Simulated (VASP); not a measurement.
# CoPb3 (Pm-3m) in VASP: single point with PBEsol

Aim: the single point of CoPb3 with PBEsol.

All numbers are computed with VASP 6.6.1; they aren't measurements. Logs are shortened: lines on timing, memory, paths and dates and some standing lists are left out, and cuts for length are marked.

**1. The cell of the first run**

The structure is cubic, space group Pm-3m (No. 221). The conventional cell has a = 4.607 Å, b = 4.607 Å, c = 4.607 Å, α = 90.00°, β = 90.00°, γ = 90.00°. Pb (site symmetry 4/mmm) has 8 Pb at 3.26 Å and 4 Co at 3.26 Å within 4.3 Å. Co (site symmetry m-3m) has 12 Pb at 3.26 Å within 4.3 Å.

**2. Single point, PBEsol**

INCAR reads:

```
ALGO = Fast ; EDIFF = 1E-7
ENCUT = 520 ; GGA = PS
ISIF = 2 ; ISMEAR = 0
LASPH = T ; LCHARG = F
LREAL = F ; LWAVE = F
NBANDS = 34 ; NELM = 100
PREC = Accurate ; SIGMA = 0.1
```

KPOINTS reads:

```
k-points
0
Gamma
  10 10 10
```

POSCAR reads:

```
CoPb3
1.0
    4.6069181517      0.0000000000      0.0000000000
    0.0000000000      4.6069181517      0.0000000000
    0.0000000000      0.0000000000      4.6069181517
Pb Co
3 1
Direct
    0.0000000000      0.5000000000      0.5000000000
    0.5000000000      0.0000000000      0.5000000000
    0.5000000000      0.5000000000      0.0000000000
    0.0000000000      0.0000000000      0.0000000000
```

Potentials or basis: VASP PAW PBE potentials, release 64 (Pb_d, Co).

Run with:

```console
cat potpaw_PBE.64/Pb_d/POTCAR potpaw_PBE.64/Co/POTCAR > POTCAR
mpirun -np 1 vasp_std > vasp.out
```

OUTCAR:

```text
EDIFF = 1E-7
   ENCUT = 520
   GGA = PS
   ISIF = 2
   ISMEAR = 0
   LASPH = T
   LREAL = F
   NELM = 100
   PREC = Accurate

 ion  position               nearest neighbor table
   1  0.000  0.500  0.500-   2 3.26   3 3.26   4 3.26   3 3.26   4 3.26   2 3.26   4 3.26   4 3.26
                             2 3.26   3 3.26   3 3.26   2 3.26
   2  0.500  0.000  0.500-   1 3.26   3 3.26   4 3.26   3 3.26   4 3.26   1 3.26   3 3.26   3 3.26
                             1 3.26   4 3.26   4 3.26   1 3.26
   3  0.500  0.500  0.000-   1 3.26   2 3.26   4 3.26   1 3.26   2 3.26   2 3.26   4 3.26   2 3.26
                             1 3.26   4 3.26   1 3.26   4 3.26
   4  0.000  0.000  0.000-   1 3.26   2 3.26   3 3.26   1 3.26   2 3.26   1 3.26   3 3.26   1 3.26
                             2 3.26   3 3.26   2 3.26   3 3.26

  LATTYP: Found a simple cubic cell.
 ALAT       =     4.6069181517

  Lattice vectors:

 A1 = (   4.6069181517,   0.0000000000,   0.0000000000)
 A2 = (   0.0000000000,   4.6069181517,   0.0000000000)
 A3 = (   0.0000000000,   0.0000000000,   4.6069181517)

Analysis of symmetry for initial positions (statically):
=====================================================================
 Subroutine PRICEL returns:
 Original cell was already a primitive cell.

 Routine SETGRP: Setting up the symmetry group for a
 simple cubic supercell.

 Subroutine GETGRP returns: Found 48 space group operations
 (whereof 48 operations were pure point group operations)
 out of a pool of 48 trial point group operations.

The static configuration has the point symmetry O_h .

Analysis of symmetry for dynamics (positions and initial velocities):
=====================================================================
 Subroutine PRICEL returns:
 Original cell was already a primitive cell.

 Routine SETGRP: Setting up the symmetry group for a
 simple cubic supercell.

 Subroutine GETGRP returns: Found 48 space group operations
 (whereof 48 operations were pure point group operations)
 out of a pool of 48 trial point group operations.

The dynamic configuration has the point symmetry O_h .

 Subroutine INISYM returns: Found 48 space group operations
 (whereof 48 operations are pure point group operations),
 and found     1 'primitive' translations

----------------------------------------------------------------------------------------

[... 95 lines left out ...]
   NELM   =    100;   NELMIN=  2; NELMDL= -5     # of ELM steps
   EDIFF  = 0.1E-06   stopping-criterion for ELM
   LREAL  =      F    real-space projection
   EDIFFG = 0.1E-05   stopping-criterion for IOM
   NSW    =      0    number of steps for IOM
   IBRION =     -1    ionic relax: 0-MD 1-quasi-New 2-CG
   NFREE  =      0    steps in history (QN), initial steepest desc. (CG)
   ISIF   =      2    stress and relaxation
   ISYM   =      2    0-nonsym 1-usesym 2-fastsym
   POTIM  = 0.5000    time-step for ionic-motion
   TEBEG  =    0.0;   TEEND  =   0.0 temperature during run
   PSTRESS=    0.0 pullay stress
   NELECT =      51.0000    total number of electrons
   NUPDOWN=      -1.0000    fix difference up-down
   EMIN   =  10.00;   EMAX   =-10.00  energy-range for DOS
   EFERMI =   0.00;   METHOD = LEGACY
   ISMEAR =     0;   SIGMA  =   0.10  broadening in eV -4-tet -1-fermi 0-gaus
   EFERMI_NEDOS =   21; number of points for ismear=-14 and -15
   IALGO  =     68    algorithm
   IMIX   =      4    mixing-type and parameters
     AMIX     =   0.40;   BMIX     =  1.00
     AMIX_MAG =   1.60;   BMIX_MAG =  1.00
  volume/ion in A,a.u.               =      24.44       164.96
  Fermi-wavevector in a.u.,A,eV,Ry     =   1.317815  2.490309 23.628367  1.736636
  Thomas-Fermi vector in A             =   2.447829
   LORBIT       =      0    0 simple, 1 ext, 2 COOP (PROOUT), +10 PAW based schemes
   GGA     = PS    functional components
   LHFCALC =     F    Hartree Fock is set to
   AEXX    =    0.0000 exact exchange contribution
   IVDW    =     0    specifies the selected vdW correction
   LEPSILON=     F    determine dielectric tensor
   LRPA    =     F    only Hartree local field effects (RPA)
 non-spin polarized calculation
 RMM-DIIS sequential band-by-band and
 Gauss-broadening in eV      SIGMA  =   0.10
  energy-cutoff  :      520.00
  volume of cell :       97.78
 maximum number of plane-waves:      2666
 NGX is ok and might be reduce to    36
   NGX = 17   NGY = 17   NGZ = 17

 number of electron      51.0000023 magnetization

 Free energy of the ion-electron system (eV)
  ---------------------------------------------------
  ext. energy  EPLUGINS =         0.00000000
  ---------------------------------------------------
  free energy    TOTEN  =       -17.22450289 eV

  energy without entropy =      -17.19455660  energy(sigma->0) =      -17.20952975

 E-fermi :   7.7173     XC(G=0): -10.9477

 val. band max:        7.7114117790   @ k =   0.3000   0.3000   0.2000
 cond. band min:       7.7199022260   @ k =   0.3000   0.1000   0.0000
 fundamental gap:      0.0084904470
 Fermi energy:         7.7172884392

 k-point     1 :       0.0000    0.0000    0.0000
  band No.  band energies     occupation
      1      -9.4658      2.00000
      2      -9.4658      2.00000
      3      -9.4658      2.00000
      4      -9.4648      2.00000
      5      -9.1965      2.00000
      6      -9.1965      2.00000
[... 877 lines left out ...]
     33      12.7342      0.00000
     34      14.5411      0.00000

 [... further k-points ...]

------------------------ aborting loop because EDIFF is reached ----------------------------------------

  FORCE on cell =-STRESS in cart. coord.  units (eV):
  Direction    XX          YY          ZZ          XY          YZ          ZX
  --------------------------------------------------------------------------------------
  -------------------------------------------------------------------------------------
  Total       -0.8756440     -0.8756440     -0.8756440     -0.0000000     -0.0000000     -0.0000000
  in kB      -14.3485052    -14.3485052    -14.3485052     -0.0000000     -0.0000000     -0.0000000
  external PRESSURE =     -14.3485052 kB  Pullay stress =       0.0000000 kB

 VOLUME and BASIS-vectors are now :
 -----------------------------------------------------------------------------
  energy-cutoff  :      520.00
  volume of cell :       97.78
      direct lattice vectors                 reciprocal lattice vectors
     4.606918152  0.000000000  0.000000000     0.217064851  0.000000000  0.000000000
     0.000000000  4.606918152  0.000000000     0.000000000  0.217064851  0.000000000
     0.000000000  0.000000000  4.606918152     0.000000000  0.000000000  0.217064851

 POSITION                                       TOTAL-FORCE (eV/Angst)
 -----------------------------------------------------------------------------------
      0.00000      2.30346      2.30346         0.000000      0.000000      0.000000
      2.30346      0.00000      2.30346         0.000000      0.000000      0.000000
      2.30346      2.30346      0.00000         0.000000      0.000000      0.000000
      0.00000      0.00000      0.00000         0.000000      0.000000      0.000000
 -----------------------------------------------------------------------------------
    total drift:                                0.000000      0.000000      0.000000

  FREE ENERGIE OF THE ION-ELECTRON SYSTEM (eV)
  ---------------------------------------------------
  free  energy   TOTEN  =       -17.2245028946 eV

  energy  without entropy=      -17.1945565968  energy(sigma->0) =      -17.20952975
```

It took 5.4 min on 1 thread of AMD EPYC 7R43 (Zen 3), shared host; peak memory 0.27 GiB.

Results:

- Free energy: -17.2245 eV
- Pressure: -1.4 GPa
- Band gap on the k mesh: zero (an odd number of electrons rules out a gap without spin polarisation)

Caveat: the PAW data sets were made with another functional, which shifts forces and pressure a little; spin-orbit coupling is left out, which moves the levels of the heavy elements; the run has no spin polarisation, though such a crystal can be magnetic. Spin polarisation is off, so any magnetic state and its effect on volume and gap are missing.
